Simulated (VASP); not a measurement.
# C in VASP: notebook, part 3 of 3

VASP 6.6.1. The steps go on from the part before.

## Step 5: Electric field gradients, PBE (equal xy, yz and zx shear strains of +3 %)

Contents of INCAR:

```
  PREC = Accurate
  ENCUT = 520
  EDIFF = 1E-8
  ISMEAR = -1
  SIGMA = 0.05
  LREAL = F
  LASPH = T
  NELM = 60
  ALGO = Normal
  ISIF = 2
  LWAVE = F
  LCHARG = F
  GGA = PE
  LEFG = T
  NBANDS = 11
```

Contents of KPOINTS:

```
Automatic mesh
0
Gamma
  18 18 18
```

Contents of POSCAR:

```
C
1.0
    0.0821250000      2.1772200000      3.3799050000
    1.2782200000      0.0686400000      3.3664200000
    1.2599050000      2.1454200000      0.0503250000
C
2
Direct
    0.1666700000      0.8333300000      0.1666700000
    0.8333300000      0.1666700000      0.8333300000
```

Potentials or basis: VASP PAW PBE potentials, release 64 (C).

On the command line:

```bash
cat potpaw_PBE.64/C/POTCAR > POTCAR
mpirun -np 1 vasp_std > vasp.out
```

OUTCAR:

```text
PREC = Accurate
   ENCUT = 520
   EDIFF = 1E-8
   ISMEAR = -1
   LREAL = F
   LASPH = T
   NELM = 60
   ISIF = 2
   GGA = PE

 ion  position               nearest neighbor table
   1  0.167  0.833  0.167-   2 1.40   2 1.42   2 1.44
   2  0.833  0.167  0.833-   1 1.40   1 1.42   1 1.44

  Warning from LATTYP: Got some problem with cell dimensions!
  Tried to take original basis but could not verify dimensions!
  LATTYP: Found a triclinic cell.
 ALAT       =     2.4242389962
 B/A-ratio  =     1.0133293548
 C/A-ratio  =     1.6140234698
 COS(alpha) =     0.0094297244
 COS(beta)  =     0.4592526345
 COS(gamma) =     0.4801515675

  Lattice vectors:

 A1 = (   1.1960950000,  -2.1085800000,  -0.0134850000)
 A2 = (   2.4560000000,   0.0368400000,   0.0368400000)
 A3 = (   0.0183150000,  -2.0767800000,   3.3160950000)

Analysis of symmetry for initial positions (statically):
=====================================================================
 Subroutine PRICEL returns:
 Original cell was already a primitive cell.

 Routine SETGRP: Setting up the symmetry group for a
 triclinic supercell.

 Subroutine GETGRP returns: Found  2 space group operations
 (whereof  2 operations were pure point group operations)
 out of a pool of  2 trial point group operations.

The static configuration has the point symmetry S_2 .

Analysis of symmetry for dynamics (positions and initial velocities):
=====================================================================
 Subroutine PRICEL returns:
 Original cell was already a primitive cell.

 Routine SETGRP: Setting up the symmetry group for a
 triclinic supercell.

 Subroutine GETGRP returns: Found  2 space group operations
 (whereof  2 operations were pure point group operations)
 out of a pool of  2 trial point group operations.

The dynamic configuration has the point symmetry S_2 .

 Subroutine INISYM returns: Found  2 space group operations
 (whereof  2 operations are pure point group operations),
 and found     1 'primitive' translations

----------------------------------------------------------------------------------------

                                     Primitive cell

  volume of cell :      17.4780

  direct lattice vectors                    reciprocal lattice vectors
     0.082125000  2.177220000  3.379905000    -0.413030262  0.238989024  0.151953510
     1.278220000  0.068640000  3.366420000     0.408614228 -0.243405057  0.146864754
     1.259905000  2.145420000  0.050325000     0.406079213  0.231365253 -0.158904558

  length of vectors
     4.021291988  3.601574855  2.488517669     0.500798981  0.497775919  0.493640422

  position of ions in fractional coordinates (direct lattice)
     0.166670000  0.833330000  0.166670000
     0.833330000  0.166670000  0.833330000

  ion indices of the primitive-cell ions
   primitive index   ion index
                 1           1
                 2           2

----------------------------------------------------------------------------------------
[... 81 lines left out ...]
   NELECT =       8.0000    total number of electrons
   NUPDOWN=      -1.0000    fix difference up-down
   EMIN   =  10.00;   EMAX   =-10.00  energy-range for DOS
   EFERMI =   0.00;   METHOD = LEGACY
   ISMEAR =    -1;   SIGMA  =   0.05  broadening in eV -4-tet -1-fermi 0-gaus
   EFERMI_NEDOS =   21; number of points for ismear=-14 and -15
   IALGO  =     38    algorithm
   IMIX   =      4    mixing-type and parameters
     AMIX     =   0.40;   BMIX     =  1.00
     AMIX_MAG =   1.60;   BMIX_MAG =  1.00
  volume/ion in A,a.u.               =       8.74        58.97
  Fermi-wavevector in a.u.,A,eV,Ry     =   1.261657  2.384185 21.657446  1.591777
  Thomas-Fermi vector in A             =   2.395105
   LORBIT       =      0    0 simple, 1 ext, 2 COOP (PROOUT), +10 PAW based schemes
   GGA     = PE    functional components
   LHFCALC =     F    Hartree Fock is set to
   AEXX    =    0.0000 exact exchange contribution
   IVDW    =     0    specifies the selected vdW correction
   LEPSILON=     F    determine dielectric tensor
   LRPA    =     F    only Hartree local field effects (RPA)
 non-spin polarized calculation
  energy-cutoff  :      520.00
  volume of cell :       17.48
 maximum number of plane-waves:       486
 NGX is ok and might be reduce to    30
   NGX = 15   NGY = 13   NGZ =  9

 number of electron       8.0000000 magnetization

 Free energy of the ion-electron system (eV)
  ---------------------------------------------------
  ext. energy  EPLUGINS =         0.00000000
  ---------------------------------------------------
  free energy    TOTEN  =       -18.39212478 eV

  energy without entropy =      -18.39201315  energy(sigma->0) =      -18.39206897

 E-fermi :   4.8152     XC(G=0): -10.3620

 val. band max:        4.7392157830   @ k =   0.2778  -0.3889   0.3333
 cond. band min:       4.9239635924   @ k =  -0.2222   0.1111   0.3333
 fundamental gap:      0.1847478094
 Fermi energy:         4.8151857296

 k-point     1 :       0.0000    0.0000    0.0000
  band No.  band energies     occupation
      1     -14.9732      2.00000
      2      -1.8391      2.00000
      3       1.7110      2.00000
      4       1.8404      2.00000
      5       9.0396      0.00000
      6      12.8343      0.00000
      7      13.4937      0.00000
      8      16.2895      0.00000
      9      17.7542      0.00000
     10      27.5721      0.00000
     11      30.3637      0.00000
[... 309 lines left out ...]
 k-point    24 :      -0.2778    0.0556   -0.0000
  band No.  band energies     occupation
      1     -12.2409      2.00000
      2      -4.6618      2.00000
      3      -1.2437      2.00000
      4       0.8529      2.00000
      5       9.4420      0.00000
      6      12.0464      0.00000
      7      13.0327      0.00000
      8      21.1684      0.00000
      9      21.5604      0.00000
     10      22.9540      0.00000
     11      26.5102      0.00000

 [... further k-points ...]
[... 5 lines left out ...]
  --------------------------------------------------------------------------------------
  -------------------------------------------------------------------------------------
  Total        0.6843428      0.6207537      0.4310209     -1.5223228     -0.0113902     -0.0461297
  in kB       62.7326009     56.9034873     39.5109873   -139.5488812     -1.0441225     -4.2286317
  external PRESSURE =      53.0490252 kB  Pullay stress =       0.0000000 kB

 VOLUME and BASIS-vectors are now :
 -----------------------------------------------------------------------------
  energy-cutoff  :      520.00
  volume of cell :       17.48
      direct lattice vectors                 reciprocal lattice vectors
     0.082125000  2.177220000  3.379905000    -0.413030262  0.238989024  0.151953510
     1.278220000  0.068640000  3.366420000     0.408614228 -0.243405057  0.146864754
     1.259905000  2.145420000  0.050325000     0.406079213  0.231365253 -0.158904558

 POSITION                                       TOTAL-FORCE (eV/Angst)
 -----------------------------------------------------------------------------------
      1.28886      0.77765      3.37706         0.369127     -0.027631      0.001551
      1.33139      3.61363      3.41959        -0.369127      0.027631     -0.001551
 -----------------------------------------------------------------------------------
    total drift:                               -0.000000     -0.000000     -0.000000

  FREE ENERGIE OF THE ION-ELECTRON SYSTEM (eV)
  ---------------------------------------------------
  free  energy   TOTEN  =       -18.3921247840 eV

  energy  without entropy=      -18.3920131462  energy(sigma->0) =      -18.39206897

 Electric field gradients (V/A^2)
---------------------------------------------------------------------
 ion       V_xx      V_yy      V_zz      V_xy      V_xz      V_yz
---------------------------------------------------------------------
   1     -15.544   -15.472    31.016     3.158    -0.609    -0.649
   2     -15.544   -15.472    31.016     3.158    -0.609    -0.649
---------------------------------------------------------------------

 Electric field gradients after diagonalization (V/A^2)
 (convention: |V_zz| > |V_xx| > |V_yy|)
----------------------------------------------------------------------
 ion       V_xx      V_yy      V_zz     asymmetry (V_yy - V_xx)/ V_zz
----------------------------------------------------------------------
   1     -18.666   -12.368    31.034       0.203
   2     -18.666   -12.368    31.034       0.203
----------------------------------------------------------------------

           NMR quadrupolar parameters

 Cq : quadrupolar parameter    Cq=e*Q*V_zz/h
 eta: asymmetry parameters     (V_yy - V_xx)/ V_zz
 Q  : nuclear electric quadrupole moment in mb (millibarn)
----------------------------------------------------------------------
 ion       Cq(MHz)       eta       Q (mb)
----------------------------------------------------------------------
   1       0.075       0.203       1.000
   2       0.075       0.203       1.000
----------------------------------------------------------------------
```

stdout:

```text
POSCAR found type information on POSCAR C
 POSCAR found :  1 types and       2 ions
 scaLAPACK will be used
 LDA part: xc-table for (Slater+PW92), standard interpolation
 POSCAR, INCAR and KPOINTS ok, starting setup
 FFT: planning ... GRIDC
 FFT: planning ... GRID_SOFT
 FFT: planning ... GRID
 WAVECAR not read
 entering main loop
ion   1
     0.0000266    -2.3086185     0.4869442   -20.1467459     0.4620446     0.0363494
     0.0000367    -2.3086185     0.4869442   -20.1467458     0.4620446     0.0363494
     0.0000505    -2.3086185     0.4869442   -20.1467457     0.4620445     0.0363494
     0.0000695    -2.3086185     0.4869442   -20.1467455     0.4620445     0.0363494

     0.0000266    -3.8343334     0.7209500   -30.0176297     0.6782251     0.0546141
     0.0000367    -3.8343332     0.7209499   -30.0176282     0.6782251     0.0546141
     0.0000505    -3.8343327     0.7209499   -30.0176257     0.6782250     0.0546141
     0.0000695    -3.8343321     0.7209498   -30.0176213     0.6782249     0.0546141

ion   2
     0.0000266    -2.3086185     0.4869442   -20.1467459     0.4620446     0.0363494
     0.0000367    -2.3086185     0.4869442   -20.1467458     0.4620446     0.0363494
     0.0000505    -2.3086185     0.4869442   -20.1467457     0.4620445     0.0363494
     0.0000695    -2.3086185     0.4869442   -20.1467455     0.4620445     0.0363494

     0.0000266    -3.8343334     0.7209500   -30.0176297     0.6782251     0.0546141
     0.0000367    -3.8343332     0.7209499   -30.0176282     0.6782251     0.0546141
     0.0000505    -3.8343327     0.7209499   -30.0176257     0.6782250     0.0546141
     0.0000695    -3.8343321     0.7209498   -30.0176213     0.6782249     0.0546141
```

Wall time 25 min (1 thread of Intel Xeon 8259CL, shared host); peak memory 0.49 GiB.

Results:

- Free energy: -18.3921 eV
- Pressure: 5.3 GPa
- Largest force: 0.370 eV/Å
- Largest electric field gradient by atom: C +31.0 V/Å²

Forces in eV/Å, atoms in the order of the input:
```
C    0.369 -0.028  0.002
C   -0.369  0.028 -0.002
```

Electric field gradients, principal values (V/Å²):
| atom | least | middle | greatest (by size) |
| --- | --- | --- | --- |
| 1 C | -12.368 | -18.666 | 31.034 |
| 2 C | -12.368 | -18.666 | 31.034 |

Caveat: the cell differs from its parent crystal (equal xy, yz and zx shear strains of +3 %); the cell stands under pressure; this functional lacks dispersion, which binds layers or chains, so the pressure and a relaxed spacing across them are unreliable; without QUAD_EFG the Cq values of the log hold for a quadrupole moment of 1 mb, not for the nuclei.

## Step 6: Summary

```tsv
cell	pressure (GPa)
a = 3.967, b = 3.566, c = 2.456 Å, angles 80.1, 62.3, 37.6°, 2 atoms	5.1
a = 3.993, b = 3.590, c = 2.472 Å, angles 80.1, 62.3, 37.6°, 2 atoms	-0.5
a = 4.044, b = 3.636, c = 2.504 Å, angles 80.1, 62.3, 37.6°, 2 atoms	-10.3
a = 4.021, b = 3.602, c = 2.489 Å, angles 77.6, 60.4, 36.6°, 2 atoms	5.3
```

Alike in all rows: task electric field gradients; level PBE; potentials or basis VASP PAW PBE potentials, release 64 (C); no spin polarisation; k mesh 18 × 18 × 18; cutoff (eV) 520; smearing fermi-dirac 0.05 eV.

Caveats: this functional lacks dispersion, which binds layers or chains, so the pressure and a relaxed spacing across them are unreliable; the cell stands under pressure (at least some runs); the stress differs along the axes, from -3 to 4 GPa (at least some runs); the stress differs along the axes, from -17 to 3 GPa (at least some runs).

Total energies depend on the potentials used, so only differences within one code and one set of settings carry meaning.
